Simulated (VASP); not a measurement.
Here is a VASP 6.6.1 calculation.

The input INCAR:

```
SYSTEM = MgS
PREC = Accurate
ENCUT = 600
EDIFF = 1E-6
ISMEAR = 0
SIGMA = 0.1
LREAL = .FALSE.
LASPH = .TRUE.
NELM = 80
ALGO = Normal
ISIF = 3
LWAVE = .FALSE.
LCHARG = .FALSE.
GGA = PE
IBRION = 2
NSW = 80
EDIFFG = -0.025
```

Contents of KPOINTS:

```
Automatic mesh
0
G
  6 6 6
  0 0 0
```

POSCAR

```
MgS
1.0
    0.0364611956     -2.6920046665     -2.5887275338
   -2.6258917063      0.0274529669     -2.5797193050
    2.7073875418      2.7464758159     -5.2683874126
Mg S
2 2
Direct
    0.9993354668      0.9990314870     -0.0063431383
    0.5176639312      0.4786050719      0.5015888504
    0.2528805620      0.2805477605      0.2488263189
    0.7301200400      0.7418156806      0.7559279690
```

Potentials or basis: VASP PAW PBE potentials, release 64 (Mg, S).

Launch:

```sh
$ cat potpaw_PBE.64/Mg/POTCAR potpaw_PBE.64/S/POTCAR > POTCAR
$ mpirun -np 1 vasp_std > vasp.out
```

Problem. Estimate the relaxed volume.

Solution. 17.82 Å³/atom.

Problem. Estimate the relaxed cell.

Solution. a = 3.695 Å, b = 3.695 Å, c = 6.392 Å, α = 73.26°, β = 73.26°, γ = 59.99°.

Problem. What does it give for the space group after relaxing (to 0.1 Å)?

Solution. Fm-3m (No. 225).

Final structure:
```
Mg S
1.0
    -0.00161   -2.61401   -2.61209
    -2.61398   -0.00136   -2.61218
     2.61010    2.61057   -5.21793
Mg S
2 2
Cartesian
  -0.0044 -2.6096 -2.6124
  -0.0018 -0.0037 -5.2229
  -0.0007 -0.0042 -2.6091
  -0.0030 -0.0036 -7.8310
```
